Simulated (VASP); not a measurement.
# Eu (Im-3m) in VASP: further runs

Eu is run at these levels: BLYP; tasks: single point, relaxation of cell and atoms.

All numbers are computed with VASP 6.6.1; they aren't measurements. Logs are shortened: lines on timing, memory, paths and dates and some standing lists are left out, and cuts for length are marked.

## (1) The cell of the first run

The structure is cubic, space group Im-3m (No. 229). Conventional cell: a = 4.458 Å, b = 4.458 Å, c = 4.458 Å, α = 90.00°, β = 90.00°, γ = 90.00°. Within 5.1 Å of Eu (site symmetry m-3m) lie 14 Eu at 3.86 to 4.46 Å.

## (2) Single point, BLYP, collinear spin, ferromagnetic start

Contents of INCAR:

```
PREC = Accurate
ENCUT = 520
EDIFF = 1E-6
ISMEAR = -1
SIGMA = 0.05
LREAL = F
LASPH = T
NELM = 150
ALGO = Normal
ISIF = 2
LWAVE = F
LCHARG = F
ISPIN = 2
MAGMOM = 7
LORBIT = 11
LMAXMIX = 6
GGA = B5
ALDAX = 1.0
AGGAX = 1.0
AGGAC = 1.0
ALDAC = 0.0
NBANDS = 18
```

Contents of KPOINTS:

```
Automatic mesh
0
Gamma
  10 10 10
```

Contents of POSCAR:

```
Eu
1.0
   -2.2287966063      2.2287966063      2.2287966063
    2.2287966063     -2.2287966063      2.2287966063
    2.2287966063      2.2287966063     -2.2287966063
Eu
1
Direct
    0.0000000000      0.0000000000      0.0000000000
```

Potentials or basis: VASP PAW PBE potentials, release 64 (Eu).

Launch:

```
> cat potpaw_PBE.64/Eu/POTCAR > POTCAR
> mpirun -np 1 vasp_std > vasp.out
```

OUTCAR:

```text
PREC = Accurate
   ENCUT = 520
   EDIFF = 1E-6
   ISMEAR = -1
   LREAL = F
   LASPH = T
   NELM = 150
   ISIF = 2
   ISPIN = 2
   LORBIT = 11
   GGA = B5

 ion  position               nearest neighbor table
   1  0.000  0.000  0.000-

  LATTYP: Found a body centered cubic cell.
 ALAT       =     4.4575932126

  Lattice vectors:

 A1 = (  -2.2287966063,   2.2287966063,   2.2287966063)
 A2 = (   2.2287966063,  -2.2287966063,   2.2287966063)
 A3 = (   2.2287966063,   2.2287966063,  -2.2287966063)

Analysis of symmetry for initial positions (statically):
=====================================================================
 Subroutine PRICEL returns:
 Original cell was already a primitive cell.

 Routine SETGRP: Setting up the symmetry group for a
 body centered cubic supercell.

 Subroutine GETGRP returns: Found 48 space group operations
 (whereof 48 operations were pure point group operations)
 out of a pool of 48 trial point group operations.

The static configuration has the point symmetry O_h .

Analysis of symmetry for dynamics (positions and initial velocities):
=====================================================================
 Subroutine PRICEL returns:
 Original cell was already a primitive cell.

 Routine SETGRP: Setting up the symmetry group for a
 body centered cubic supercell.

 Subroutine GETGRP returns: Found 48 space group operations
 (whereof 48 operations were pure point group operations)
 out of a pool of 48 trial point group operations.

The dynamic configuration has the point symmetry O_h .

Analysis of structural, dynamic, and magnetic symmetry:
=====================================================================
 Subroutine PRICEL returns:
 Original cell was already a primitive cell.

 Routine SETGRP: Setting up the symmetry group for a
 body centered cubic supercell.

 Subroutine GETGRP returns: Found 48 space group operations
 (whereof 48 operations were pure point group operations)
 out of a pool of 48 trial point group operations.

The overall configuration has the point symmetry O_h .

 Subroutine INISYM returns: Found 48 space group operations
 (whereof 48 operations are pure point group operations),
 and found     1 'primitive' translations

----------------------------------------------------------------------------------------

                                     Primitive cell

  volume of cell :      44.2865

  direct lattice vectors                    reciprocal lattice vectors
    -2.228796606  2.228796606  2.228796606     0.000000000  0.224336307  0.224336307
     2.228796606 -2.228796606  2.228796606     0.224336307  0.000000000  0.224336307
     2.228796606  2.228796606 -2.228796606     0.224336307  0.224336307  0.000000000

  length of vectors
     3.860388962  3.860388962  3.860388962     0.317259448  0.317259448  0.317259448

  position of ions in fractional coordinates (direct lattice)
     0.000000000  0.000000000  0.000000000

  ion indices of the primitive-cell ions
   primitive index   ion index
                 1           1

----------------------------------------------------------------------------------------

 KPOINTS: Automatic mesh

Automatic generation of k-mesh.
 Grid dimensions read from file:
 generate k-points for:   10   10   10

 Generating k-lattice:

  Cartesian coordinates                     Fractional coordinates (reciprocal lattice)
     0.000000000  0.022433631  0.022433631     0.100000000  0.000000000  0.000000000
     0.022433631  0.000000000  0.022433631     0.000000000  0.100000000  0.000000000
     0.022433631  0.022433631  0.000000000     0.000000000  0.000000000  0.100000000

  Length of vectors
     0.031725945  0.031725945  0.031725945

  Shift w.r.t. Gamma in fractional coordinates (k-lattice)
     0.000000000  0.000000000  0.000000000

 Subroutine IBZKPT returns following result:
 ===========================================

 Found     47 irreducible k-points:

 Following reciprocal coordinates:
            Coordinates               Weight
  0.000000  0.000000  0.000000      1.000000
  0.100000  0.000000  0.000000     12.000000
  0.200000  0.000000  0.000000     12.000000
  0.300000  0.000000  0.000000     12.000000
  0.400000  0.000000  0.000000     12.000000
  0.500000  0.000000  0.000000      6.000000
[... 16 lines left out ...]
  0.300000  0.300000  0.100000      8.000000
 -0.300000  0.300000  0.100000     24.000000
 [... further k-points ...]
   k-points           NKPTS =     47   k-points in BZ     NKDIM =     47   number of bands    NBANDS=     18
   number of dos      NEDOS =    301   number of ions     NIONS =      1
   total plane-waves  NPLWV =  27000
   dimension x,y,z NGX =    30 NGY =   30 NGZ =   30
   dimension x,y,z NGXF=    60 NGYF=   60 NGZF=   60
   ions per type =               1
   NGX,Y,Z   is equivalent  to a cutoff of  12.92, 12.92, 12.92 a.u.
   NGXF,Y,Z  is equivalent  to a cutoff of  25.84, 25.84, 25.84 a.u.
 SYSTEM =  unknown system
   PREC   = accura    normal or accurate (medium, high low for compatibility)
   ISTART =      0    job   : 0-new  1-cont  2-samecut
   ICHARG =      2    charge: 1-file 2-atom 10-const
   ISPIN  =      2    spin polarized calculation?
   LNONCOLLINEAR =      F non collinear calculations
   LSORBIT =      F    spin-orbit coupling
   LASPH  =      T    aspherical Exc in radial PAW
   ENCUT  =  520.0 eV  38.22 Ry    6.18 a.u.   7.18  7.18  7.18*2*pi/ulx,y,z
   NELM   =    150;   NELMIN=  2; NELMDL= -5     # of ELM steps
   EDIFF  = 0.1E-05   stopping-criterion for ELM
   LREAL  =      F    real-space projection
   EDIFFG = 0.1E-04   stopping-criterion for IOM
   NSW    =      0    number of steps for IOM
   IBRION =     -1    ionic relax: 0-MD 1-quasi-New 2-CG
   NFREE  =      0    steps in history (QN), initial steepest desc. (CG)
   ISIF   =      2    stress and relaxation
   ISYM   =      2    0-nonsym 1-usesym 2-fastsym
   POTIM  = 0.5000    time-step for ionic-motion
   TEBEG  =    0.0;   TEEND  =   0.0 temperature during run
   PSTRESS=    0.0 pullay stress
   NELECT =      17.0000    total number of electrons
   NUPDOWN=      -1.0000    fix difference up-down
   EMIN   =  10.00;   EMAX   =-10.00  energy-range for DOS
   EFERMI =   0.00;   METHOD = LEGACY
   ISMEAR =    -1;   SIGMA  =   0.05  broadening in eV -4-tet -1-fermi 0-gaus
   EFERMI_NEDOS =   21; number of points for ismear=-14 and -15
   IALGO  =     38    algorithm
   IMIX   =      4    mixing-type and parameters
     AMIX     =   0.40;   BMIX     =  1.00
     AMIX_MAG =   1.60;   BMIX_MAG =  1.00
  volume/ion in A,a.u.               =      44.29       298.86
  Fermi-wavevector in a.u.,A,eV,Ry     =   1.189782  2.248362 19.260149  1.415581
  Thomas-Fermi vector in A             =   2.325881
   LORBIT       =     11    0 simple, 1 ext, 2 COOP (PROOUT), +10 PAW based schemes
   GGA     = B5    functional components
   LHFCALC =     F    Hartree Fock is set to
   AEXX    =    0.0000 exact exchange contribution
   IVDW    =     0    specifies the selected vdW correction
   LEPSILON=     F    determine dielectric tensor
   LRPA    =     F    only Hartree local field effects (RPA)
 spin polarized calculation
  energy-cutoff  :      520.00
  volume of cell :       44.29
 maximum number of plane-waves:      1212
 NGX is ok and might be reduce to    30
   NGX = 15   NGY = 15   NGZ = 15

 number of electron      16.9999996 magnetization       7.1828719

 Free energy of the ion-electron system (eV)
  ---------------------------------------------------
  ext. energy  EPLUGINS =         0.00000000
  ---------------------------------------------------
  free energy    TOTEN  =       -10.43937369 eV

  energy without entropy =      -10.42711071  energy(sigma->0) =      -10.43324220

 E-fermi :   2.3856     XC(G=0):  -8.1588

 val. band max:        2.3751643517   @ k =  -0.4000   0.5000   0.3000
 cond. band min:       2.3948685305   @ k =  -0.4000   0.5000   0.2000
 fundamental gap:      0.0197041787
 Fermi energy:         2.3856151165

 spin component 1

 k-point     1 :       0.0000    0.0000    0.0000
  band No.  band energies     occupation
      1     -39.1071      1.00000
      2     -17.8466      1.00000
      3     -17.8466      1.00000
      4     -17.8466      1.00000
      5      -1.7131      1.00000
      6       1.8803      0.99996
[... 10 lines left out ...]
     17       5.7060      0.00000
     18      11.9020      0.00000

 k-point     2 :       0.1000    0.0000    0.0000
  band No.  band energies     occupation
      1     -39.1044      1.00000
      2     -17.8843      1.00000
      3     -17.8587      1.00000
      4     -17.8466      1.00000
      5      -1.4940      1.00000
      6       1.8791      0.99996
[... 10 lines left out ...]
     17       5.7206      0.00000
     18      12.0824      0.00000
[... 442 lines left out ...]
 k-point    24 :      -0.3000    0.3000    0.1000
  band No.  band energies     occupation
      1     -39.0862      1.00000
      2     -18.0925      1.00000
      3     -17.9422      1.00000
      4     -17.8757      1.00000
      5       0.1283      1.00000
      6       1.8564      0.99997
[... 10 lines left out ...]
     17       6.2084      0.00000
     18      10.5539      0.00000

 [... further k-points ...]

 spin component 2

 k-point     1 :       0.0000    0.0000    0.0000
  band No.  band energies     occupation
      1     -36.1743      1.00000
      2     -15.6713      1.00000
      3     -15.6713      1.00000
      4     -15.6713      1.00000
      5      -1.2100      1.00000
      6       4.9275      0.00000
[... 10 lines left out ...]
     17       6.8249      0.00000
     18      12.6985      0.00000

 k-point     2 :       0.1000    0.0000    0.0000
  band No.  band energies     occupation
      1     -36.1708      1.00000
      2     -15.7201      1.00000
      3     -15.6865      1.00000
      4     -15.6715      1.00000
      5      -0.9808      1.00000
      6       4.7238      0.00000
[... 10 lines left out ...]
     17       6.8457      0.00000
     18      12.8794      0.00000
[... 442 lines left out ...]
 k-point    24 :      -0.3000    0.3000    0.1000
  band No.  band energies     occupation
      1     -36.1469      1.00000
      2     -15.9862      1.00000
      3     -15.7908      1.00000
      4     -15.7090      1.00000
      5       0.6938      1.00000
      6       3.7120      0.00000
[... 10 lines left out ...]
     17       7.3733      0.00000
     18      11.4581      0.00000

 [... further k-points ...]

------------------------ aborting loop because EDIFF is reached ----------------------------------------

  FORCE on cell =-STRESS in cart. coord.  units (eV):
  Direction    XX          YY          ZZ          XY          YZ          ZX
  --------------------------------------------------------------------------------------
  -------------------------------------------------------------------------------------
  Total       -0.0620670     -0.0620670     -0.0620670      0.0000000      0.0000000     -0.0000000
  in kB       -2.2454334     -2.2454334     -2.2454334      0.0000000      0.0000000     -0.0000000
  external PRESSURE =      -2.2454334 kB  Pullay stress =       0.0000000 kB

 VOLUME and BASIS-vectors are now :
 -----------------------------------------------------------------------------
  energy-cutoff  :      520.00
  volume of cell :       44.29
      direct lattice vectors                 reciprocal lattice vectors
    -2.228796606  2.228796606  2.228796606     0.000000000  0.224336307  0.224336307
     2.228796606 -2.228796606  2.228796606     0.224336307  0.000000000  0.224336307
     2.228796606  2.228796606 -2.228796606     0.224336307  0.224336307  0.000000000

 POSITION                                       TOTAL-FORCE (eV/Angst)
 -----------------------------------------------------------------------------------
      0.00000      0.00000      0.00000         0.000000      0.000000      0.000000
 -----------------------------------------------------------------------------------
    total drift:                                0.000000     -0.000000      0.000000

  FREE ENERGIE OF THE ION-ELECTRON SYSTEM (eV)
  ---------------------------------------------------
  free  energy   TOTEN  =       -10.4393736884 eV

  energy  without entropy=      -10.4271107078  energy(sigma->0) =      -10.43324220

 total charge

# of ion       s       p       d       f       tot
--------------------------------------------------
    1        2.087   5.690   0.288   6.673  14.738

 magnetization (x)

# of ion       s       p       d       f       tot
--------------------------------------------------
    1       -0.003  -0.091   0.104   6.670   6.681
```

Run time: 66 s. Hardware: 1 thread of AMD EPYC 9R45 (Zen 5), shared host; peak memory 0.21 GiB.

Results:

```
Free energy                                           : -10.4394 eV
Pressure                                              : -0.2 GPa
Net moment                                            : 7.18 μB per cell
Site moments                                          : Eu +6.68 μB
Valence electrons inside the program's atomic spheres : Eu 14.74
```

Caveat: the PAW data sets were made with another functional, which shifts forces and pressure a little; spin-orbit coupling is left out, which moves the levels of the heavy elements; semilocal functionals describe open f shells poorly, which spoils levels, moments and volumes. The state reached can hang on the start; a lower one may exist.

## (3) Relaxation of cell and atoms, BLYP, collinear spin, ferromagnetic start

This run uses another cell than the first one, of 47.13 Å³/atom.

Contents of INCAR:

```
SYSTEM = Eu
AGGAC = 1.0 ; AGGAX = 1.0
ALDAC = 0.0 ; ALDAX = 1.0
ALGO = Normal ; EDIFF = 1E-6
EDIFFG = -0.01 ; ENCUT = 600
GGA = B5 ; IBRION = 2
ISIF = 3 ; ISMEAR = -1
ISPIN = 2 ; LASPH = .TRUE.
LCHARG = .FALSE. ; LMAXMIX = 6
LORBIT = 11 ; LREAL = .FALSE.
LWAVE = .FALSE. ; MAGMOM = 7
NELM = 150 ; NSW = 80
PREC = Accurate ; SIGMA = 0.05
```

Contents of KPOINTS:

```
k-points
0
G
  10 10 10
  0 0 0
```

Contents of POSCAR:

```
Eu
1.0
   -2.2755000000      2.2755000000      2.2755000000
    2.2755000000     -2.2755000000      2.2755000000
    2.2755000000      2.2755000000     -2.2755000000
Eu
1
Direct
    0.0000000000      0.0000000000      0.0000000000
```

Potentials or basis: VASP PAW PBE potentials, release 64 (Eu).

Launch:

```
> cat potpaw_PBE.64/Eu/POTCAR > POTCAR
> mpirun -np 1 vasp_std > vasp.out
```

It took 9.4 min on 1 thread of AMD EPYC 9R45 (Zen 5), shared host; peak memory 0.25 GiB.

The run converged. Its results:

| Quantity | Value |
| --- | --- |
| Free energy | -10.4420 eV |
| Relaxed volume | 43.72 Å³/atom |
| Relaxed cell | a = 3.844 Å, b = 3.844 Å, c = 3.844 Å, α = 109.47°, β = 109.47°, γ = 109.47° |
| Space group after relaxing (to 0.1 Å) | Im-3m (No. 229) |
| Energy gained by relaxing | 9.0 meV/atom |
| Ionic steps | 7 |
| Pressure after relaxing | 0.0 GPa |
| Net moment | -7.18 μB per cell |
| Site moments | Eu -6.68 μB |
| Valence electrons inside the program's atomic spheres | Eu 14.74 |

The path:
| step | energy change (eV) | largest force (eV/Å) | pressure (GPa) | volume (Å³) |
| --- | --- | --- | --- | --- |
| 1 | 0.0000 | 0.0000 | -0.84 | 47.13 |
| 2 | -0.0067 | 0.0000 | -0.86 | 45.47 |
| 3 | 0.0015 | 0.0000 | 1.16 | 40.73 |
| 4 | -0.0087 | 0.0000 | 0.08 | 43.28 |
| 5 | -0.0089 | 0.0000 | 0.07 | 43.46 |
| 6 | -0.0089 | 0.0000 | -0.14 | 44.25 |
| 7 | -0.0090 | 0.0000 | 0.00 | 43.72 |

Final structure:
```yaml
crystal:
  lattice:
    - [-2.21927, 2.21927, 2.21927]
    - [2.21927, -2.21927, 2.21927]
    - [2.21927, 2.21927, -2.21927]
  atoms:
    - { symbol: Eu, position: [0.00000, 0.00000, 0.00000] }
```

Levels at points of the mesh, in eV from the Fermi level:
Spin up:
| k point | band 3 | band 4 | band 5 | band 6 | band 7 | band 8 |
| --- | --- | --- | --- | --- | --- | --- |
| (0.00, 0.00, 0.00) | -18.04 | -18.04 | -3.60 | 2.56 | 2.56 | 2.56 |
| (0.50, 0.00, 0.00) | -18.20 | -18.04 | -1.01 | 1.16 | 1.51 | 3.78 |
| (0.50, 0.50, 0.50) | -18.39 | -18.39 | -0.39 | -0.39 | 3.82 | 3.82 |
Spin down:
| k point | band 10 | band 11 | band 12 | band 13 | band 14 | band 15 |
| --- | --- | --- | --- | --- | --- | --- |
| (0.00, 0.00, 0.00) | -0.36 | -0.36 | -0.33 | 1.74 | 1.74 | 1.74 |
| (0.50, 0.00, 0.00) | -0.37 | -0.36 | -0.35 | 0.45 | 1.02 | 3.24 |
| (0.50, 0.50, 0.50) | -0.47 | -0.32 | -0.32 | -0.32 | 4.97 | 4.97 |

Caveat: the PAW data sets were made with another functional, which shifts forces and pressure a little; spin-orbit coupling is left out, which moves the levels of the heavy elements; semilocal functionals describe open f shells poorly, which spoils levels, moments and volumes. The state reached can hang on the start; a lower one may exist.
